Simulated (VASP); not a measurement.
# Mg12CO12F4 in VASP: single point with PBE

Aim: the single point of Mg12CO12F4 with PBE.

All numbers are computed with VASP 6.6.1; they aren't measurements. Logs are shortened: lines on timing, memory, paths and dates and some standing lists are left out, and cuts for length are marked.

**1. The cell of the first run**

The cell holds a slab with vacuum, 29 atoms: a = 5.606 Å, b = 5.606 Å, c = 16.722 Å, α = 90.00°, β = 90.00°, γ = 60.00°.

**2. Single point, PBE**

The input, INCAR:

```
  ALGO = Normal
  EDIFF = 1E-7
  ENCUT = 520
  GGA = PE
  ISIF = 2
  ISMEAR = 0
  LASPH = True
  LCHARG = False
  LREAL = Auto
  LWAVE = False
  NBANDS = 84
  NELM = 80
  PREC = Accurate
  SIGMA = 0.05
```

The input, KPOINTS:

```
k-points
0
Gamma
  2 2 1
```

The input, POSCAR:

```
Mg12CO12F4
1.0
    5.6059430000      0.0000000000      0.0000000000
    2.8029710000      4.8548890000      0.0000000000
    0.0000000000      0.0000000000     16.7215410000
Mg O C F
12 12 1 4
Direct
    0.0000000000      0.0000000000      0.0598031007
    0.0000001407      0.4999998970      0.0598031007
    0.4999999108      0.0000000000      0.0598031007
    0.5000000515      0.4999998970      0.0598031007
    0.6671029633      0.6661002960      0.2116246344
    0.6674451997      0.1673057819      0.2102449170
    0.1661424344      0.6659968951      0.2111393920
    0.1662651465      0.1669364634      0.2116340832
    0.3440763143      0.3227849288      0.3623613398
    0.3333248405      0.8329197640      0.3613858914
    0.8395215019      0.3391912771      0.3643942864
    0.8231226732      0.8437519375      0.3623516517
    0.3333333459      0.8333333677      0.1282362672
    0.3333333082      0.3333332647      0.1282362672
    0.8333332567      0.8333333677      0.1282362672
    0.8333333974      0.3333332647      0.1282362672
    0.0008362007      0.5006392525      0.2781543280
   -0.0024276268     -0.0011580079      0.2811039365
    0.4990383416      0.4973763561      0.2811039365
    0.5025221421      0.0022888268      0.2782657412
    0.6773732913      0.1769846849      0.4384425455
    0.6614950165      0.6800229624      0.4237771507
    0.1803636462      0.1610743315      0.4237666253
    0.1609333621      0.6605772037      0.4239754578
    0.6896192516      0.1890593173      0.5211321134
    0.1087247375      0.6075065774      0.5022580754
    0.5639338032      0.0640560474      0.5555130356
    0.9494897788      0.0684450252      0.5487161739
    0.5697978606      0.4488782339      0.5487322012
```

Potentials or basis: VASP PAW PBE potentials, release 64 (Mg, O, C, F).

The run is started by

```
$ cat potpaw_PBE.64/Mg/POTCAR potpaw_PBE.64/O/POTCAR potpaw_PBE.64/C/POTCAR potpaw_PBE.64/F/POTCAR > POTCAR
$ mpirun -np 1 vasp_std > vasp.out
```

OUTCAR:

```text
EDIFF = 1E-7
   ENCUT = 520
   GGA = PE
   ISIF = 2
   ISMEAR = 0
   LASPH = True
   LREAL = Auto
   NELM = 80
   PREC = Accurate

 ion  position               nearest neighbor table
   1  0.000  0.000  0.060-  16 1.98  15 1.98  13 1.98   3 2.80   4 2.80   2 2.80   2 2.80   3 2.80
                             4 2.80   6 2.99   7 3.01   8 3.01
   2  0.000  0.500  0.060-  14 1.98  16 1.98  15 1.98   3 2.80   4 2.80   1 2.80   1 2.80   4 2.80
                             3 2.80   7 3.00   5 3.01   8 3.01
   3  0.500  0.000  0.060-  13 1.98  14 1.98  15 1.98   2 2.80   1 2.80   4 2.80   4 2.80   1 2.80
                             2 2.80   6 2.99   8 3.01   5 3.01
   4  0.500  0.500  0.060-  14 1.98  16 1.98  13 1.98   2 2.80   1 2.80   3 2.80   3 2.80   2 2.80
                             1 2.80   6 2.99   7 3.01   5 3.01
   5  0.667  0.666  0.212-  17 1.97  20 1.98  19 2.01  16 2.13  15 2.14  13 2.14   6 2.80   7 2.80
                             8 2.80   8 2.81   7 2.81   6 2.81  10 2.98  12 3.00  11 3.01   2 3.01
   6  0.667  0.167  0.210-  20 1.96  19 1.99  18 1.99  16 2.12  15 2.12  14 2.12   5 2.80   8 2.80
                             7 2.80   7 2.80   8 2.81   5 2.81   1 2.99   9 2.99   4 2.99  12 2.99
   7  0.166  0.666  0.211-  17 1.96  18 2.00  19 2.00  14 2.13  15 2.13  13 2.14   5 2.80   8 2.80
                             6 2.80   6 2.80   8 2.81   5 2.81  10 2.99   2 3.00   4 3.01   1 3.01
   8  0.166  0.167  0.212-  17 1.97  20 1.98  18 2.01  16 2.13  14 2.14  13 2.14   6 2.80   7 2.80
                             5 2.80   5 2.81   7 2.81   6 2.81  10 2.98   9 3.00  11 3.01   2 3.01
   9  0.344  0.323  0.362-  23 1.88  24 1.94  21 2.06  20 2.10  19 2.10  17 2.18  12 2.69  26 2.77
                            10 2.78  11 2.78  11 2.82  10 2.83  12 2.92   6 2.99   8 3.00   7 3.03
  10  0.333  0.833  0.361-  23 1.91  22 1.91  24 1.97  19 2.11  18 2.11  20 2.15  12 2.78   9 2.78
                            11 2.80  11 2.80   9 2.83  12 2.83   5 2.98   8 2.98   7 2.99
  11  0.840  0.339  0.364-  23 1.93  22 1.93  21 2.00  17 2.13  18 2.16  19 2.16   9 2.78  12 2.78
                            10 2.80  10 2.80  12 2.82   9 2.82   8 3.01   5 3.01   6 3.07
  12  0.823  0.844  0.362-  22 1.88  24 1.94  21 2.06  20 2.10  18 2.10  17 2.18   9 2.69  26 2.77
                            10 2.78  11 2.78  11 2.82  10 2.83   9 2.92   6 2.99   5 3.00   7 3.03
  13  0.333  0.833  0.128-   3 1.98   1 1.98   4 1.98   7 2.14   8 2.14   5 2.14
  14  0.333  0.333  0.128-   2 1.98   3 1.98   4 1.98   6 2.12   7 2.13   8 2.14
  15  0.833  0.833  0.128-   1 1.98   3 1.98   2 1.98   6 2.12   7 2.13   5 2.14
  16  0.833  0.333  0.128-   1 1.98   2 1.98   4 1.98   6 2.12   5 2.13   8 2.13
  17  0.001  0.501  0.278-   7 1.96   8 1.97   5 1.97  11 2.13  12 2.18   9 2.18
  18  0.998  0.999  0.281-   6 1.99   7 2.00   8 2.01  12 2.10  10 2.11  11 2.16
  19  0.499  0.497  0.281-   6 1.99   7 2.00   5 2.01   9 2.10  10 2.11  11 2.16
  20  0.503  0.002  0.278-   6 1.96   5 1.98   8 1.98   9 2.10  12 2.10  10 2.15
  21  0.677  0.177  0.438-  25 1.39  11 2.00  12 2.06   9 2.06
  22  0.661  0.680  0.424-  12 1.88  10 1.91  11 1.93
  23  0.180  0.161  0.424-   9 1.88  10 1.91  11 1.93
  24  0.161  0.661  0.424-  26 1.41   9 1.94  12 1.94  10 1.97
  25  0.690  0.189  0.521-  28 1.34  29 1.34  27 1.35  21 1.39
  26  0.109  0.608  0.502-  24 1.41   9 2.77  12 2.77
  27  0.564  0.064  0.556-  25 1.35
  28  0.949  0.068  0.549-  25 1.34
  29  0.570  0.449  0.549-  25 1.34

  LATTYP: Found a hexagonal cell.
 ALAT       =     5.6059427066
 C/A-ratio  =     2.9828240985

  Lattice vectors:

 A1 = (  -2.8029710000,  -4.8548890000,   0.0000000000)
 A2 = (   5.6059430000,   0.0000000000,   0.0000000000)
 A3 = (   0.0000000000,   0.0000000000,  16.7215410000)

Analysis of symmetry for initial positions (statically):
=====================================================================
 Subroutine PRICEL returns:
 Original cell was already a primitive cell.

 Routine SETGRP: Setting up the symmetry group for a
 hexagonal supercell.

 Subroutine GETGRP returns: Found  1 space group operations
 (whereof  1 operations were pure point group operations)
 out of a pool of 24 trial point group operations.

The static configuration has the point symmetry C_1 .

Analysis of symmetry for dynamics (positions and initial velocities):
=====================================================================
 Subroutine PRICEL returns:
 Original cell was already a primitive cell.

 Routine SETGRP: Setting up the symmetry group for a
 hexagonal supercell.

 Subroutine GETGRP returns: Found  1 space group operations
 (whereof  1 operations were pure point group operations)
 out of a pool of 24 trial point group operations.

The dynamic configuration has the point symmetry C_1 .

 Subroutine INISYM returns: Found  1 space group operations
 (whereof  1 operations are pure point group operations),
 and found     1 'primitive' translations

[... 89 lines left out ...]
     0.000000000  0.102988966  0.000000000     0.000000000  0.500000000  0.000000000
     0.000000000  0.000000000  0.059803101     0.000000000  0.000000000  1.000000000

  Length of vectors
     0.102988961  0.102988966  0.059803101

  Shift w.r.t. Gamma in fractional coordinates (k-lattice)
     0.000000000  0.000000000  0.000000000

 Subroutine IBZKPT returns following result:
 ===========================================

 Found      4 irreducible k-points:

 Following reciprocal coordinates:
            Coordinates               Weight
  0.000000  0.000000  0.000000      1.000000
  0.500000  0.000000  0.000000      1.000000
  0.500000  0.500000  0.000000      1.000000
  0.000000  0.500000  0.000000      1.000000
   k-points           NKPTS =      4   k-points in BZ     NKDIM =      4   number of bands    NBANDS=     84
   number of dos      NEDOS =    301   number of ions     NIONS =     29
   total plane-waves  NPLWV = 222264
   dimension x,y,z NGX =    42 NGY =   42 NGZ =  126
   dimension x,y,z NGXF=    84 NGYF=   84 NGZF=  252
   ions per type =              12  12   1   4
   NGX,Y,Z   is equivalent  to a cutoff of  12.46, 12.46, 12.53 a.u.
   NGXF,Y,Z  is equivalent  to a cutoff of  24.91, 24.91, 25.05 a.u.
 SYSTEM =  unknown system
   PREC   = accura    normal or accurate (medium, high low for compatibility)
   ISTART =      0    job   : 0-new  1-cont  2-samecut
   ICHARG =      2    charge: 1-file 2-atom 10-const
   ISPIN  =      1    spin polarized calculation?
   LNONCOLLINEAR =      F non collinear calculations
   LSORBIT =      F    spin-orbit coupling
   LASPH  =      T    aspherical Exc in radial PAW
   ENCUT  =  520.0 eV  38.22 Ry    6.18 a.u.  10.42 10.42 31.09*2*pi/ulx,y,z
   NELM   =     80;   NELMIN=  2; NELMDL= -5     # of ELM steps
   EDIFF  = 0.1E-06   stopping-criterion for ELM
   LREAL  =      T    real-space projection
   EDIFFG = 0.1E-05   stopping-criterion for IOM
   NSW    =      0    number of steps for IOM
   IBRION =     -1    ionic relax: 0-MD 1-quasi-New 2-CG
   NFREE  =      0    steps in history (QN), initial steepest desc. (CG)
   ISIF   =      2    stress and relaxation
   ISYM   =      2    0-nonsym 1-usesym 2-fastsym
   POTIM  = 0.5000    time-step for ionic-motion
   TEBEG  =    0.0;   TEEND  =   0.0 temperature during run
   PSTRESS=    0.0 pullay stress
   NELECT =     128.0000    total number of electrons
   NUPDOWN=      -1.0000    fix difference up-down
   EMIN   =  10.00;   EMAX   =-10.00  energy-range for DOS
   EFERMI =   0.00;   METHOD = LEGACY
   ISMEAR =     0;   SIGMA  =   0.05  broadening in eV -4-tet -1-fermi 0-gaus
   EFERMI_NEDOS =   21; number of points for ismear=-14 and -15
   IALGO  =     38    algorithm
   IMIX   =      4    mixing-type and parameters
     AMIX     =   0.40;   BMIX     =  1.00
     AMIX_MAG =   1.60;   BMIX_MAG =  1.00
  volume/ion in A,a.u.               =      15.69       105.90
  Fermi-wavevector in a.u.,A,eV,Ry     =   1.072614  2.026946 15.653509  1.150500
  Thomas-Fermi vector in A             =   2.208389
   LORBIT       =      0    0 simple, 1 ext, 2 COOP (PROOUT), +10 PAW based schemes
   GGA     = PE    functional components
   LHFCALC =     F    Hartree Fock is set to
   AEXX    =    0.0000 exact exchange contribution
   IVDW    =     0    specifies the selected vdW correction
   LEPSILON=     F    determine dielectric tensor
   LRPA    =     F    only Hartree local field effects (RPA)
 non-spin polarized calculation
 Gauss-broadening in eV      SIGMA  =   0.05
  energy-cutoff  :      520.00
  volume of cell :      455.10
 maximum number of plane-waves:     12303
 NGX is ok and might be reduce to    42
   NGX = 21   NGY = 21   NGZ = 63

 number of electron     127.9999998 magnetization

 Free energy of the ion-electron system (eV)
  ---------------------------------------------------
  ext. energy  EPLUGINS =         0.00000000
  ---------------------------------------------------
  free energy    TOTEN  =      -146.06562144 eV

  energy without entropy =     -146.04469550  energy(sigma->0) =     -146.05515847

 E-fermi :  -0.5315     XC(G=0):  -7.3612

 val. band max:       -0.5778435239   @ k =   0.5000   0.5000   0.0000
 cond. band min:      -0.5227538563   @ k =   0.0000   0.0000   0.0000
 fundamental gap:      0.0550896676
 Fermi energy:        -0.5315483526

 k-point     1 :       0.0000    0.0000    0.0000
  band No.  band energies     occupation
      1     -26.1586      2.00000
      2     -25.0980      2.00000
      3     -23.6050      2.00000
      4     -23.5090      2.00000
      5     -20.1656      2.00000
      6     -19.4825      2.00000
[... 305 lines left out ...]
     75       7.3388      0.00000
     76       7.4022      0.00000
 [bands above 76 left out]

------------------------ aborting loop because EDIFF is reached ----------------------------------------

  FORCE on cell =-STRESS in cart. coord.  units (eV):
  Direction    XX          YY          ZZ          XY          YZ          ZX
  --------------------------------------------------------------------------------------
  -------------------------------------------------------------------------------------
  Total       52.4187369     50.4395030      2.2356970      1.7231590     -0.0583470     -0.1579564
  in kB      184.5409932    177.5730688      7.8708068      6.0664087     -0.2054115     -0.5560880
  external PRESSURE =     123.3282896 kB  Pullay stress =       0.0000000 kB

 VOLUME and BASIS-vectors are now :
 -----------------------------------------------------------------------------
  energy-cutoff  :      520.00
  volume of cell :      455.10
      direct lattice vectors                 reciprocal lattice vectors
     5.605943000  0.000000000  0.000000000     0.178382121 -0.102988948  0.000000000
     2.802971000  4.854889000  0.000000000     0.000000000  0.205977933  0.000000000
     0.000000000  0.000000000 16.721541000     0.000000000  0.000000000  0.059803101

 POSITION                                       TOTAL-FORCE (eV/Angst)
 -----------------------------------------------------------------------------------
      0.00000      0.00000      1.00000         0.015957     -0.010345     -0.627564
      1.40149      2.42744      1.00000        -0.001237     -0.000968     -0.580392
      2.80297      0.00000      1.00000        -0.014645     -0.008418     -0.587627
      4.20446      2.42744      1.00000        -0.001036      0.018803     -0.627712
      5.60680      3.23384      3.53869         0.003751      0.003758     -0.032035
      4.21061      0.81225      3.51562        -0.000475     -0.000699     -0.039928
[... 21 lines left out ...]
      5.51463      0.33229      9.17538         0.328287     -0.172569      0.136548
      4.45245      2.17925      9.17565         0.011466      0.370555      0.137206
 -----------------------------------------------------------------------------------
    total drift:                                0.001159      0.000677      0.006355

  FREE ENERGIE OF THE ION-ELECTRON SYSTEM (eV)
  ---------------------------------------------------
  free  energy   TOTEN  =      -146.0656214393 eV

  energy  without entropy=     -146.0446955048  energy(sigma->0) =     -146.05515847
```

Wall time 12 min (1 thread of Intel Xeon Platinum 8259CL at 2.50GHz (Skylake/Cascade Lake), shared host); peak memory 0.55 GiB.

What came out:

- Free energy: -146.0656 eV
- Largest force: 0.810 eV/Å
- Band gap on the k mesh: zero (band 64 reaches -0.36 eV, above the bottom of band 65 at -0.58 eV)

Forces on the atoms (eV/Å):
```
Mg   0.016 -0.010 -0.628
Mg  -0.001 -0.001 -0.580
Mg  -0.015 -0.008 -0.588
Mg  -0.001  0.019 -0.628
Mg   0.004  0.004 -0.032
Mg   0.000 -0.001 -0.040
Mg  -0.006 -0.004 -0.039
Mg   0.006  0.002 -0.033
Mg   0.010  0.009 -0.038
Mg  -0.013 -0.006 -0.032
Mg  -0.002 -0.001 -0.043
Mg   0.014  0.004 -0.037
O   -0.030 -0.018  0.809
O    0.039  0.013  0.541
O    0.032  0.025  0.541
O   -0.041 -0.025  0.718
O   -0.004 -0.002  0.032
O    0.004  0.001  0.037
O    0.003  0.003  0.036
O   -0.001  0.001  0.034
O   -0.016 -0.009 -0.168
O   -0.001 -0.009  0.007
O   -0.008  0.005  0.007
O    0.113  0.066 -0.358
C   -0.032 -0.018 -0.297
F   -0.109 -0.064  0.338
F   -0.301 -0.174  0.165
F    0.328 -0.173  0.137
F    0.011  0.371  0.137
```

Caveat: the k points lie up to 0.65 Å⁻¹ apart.
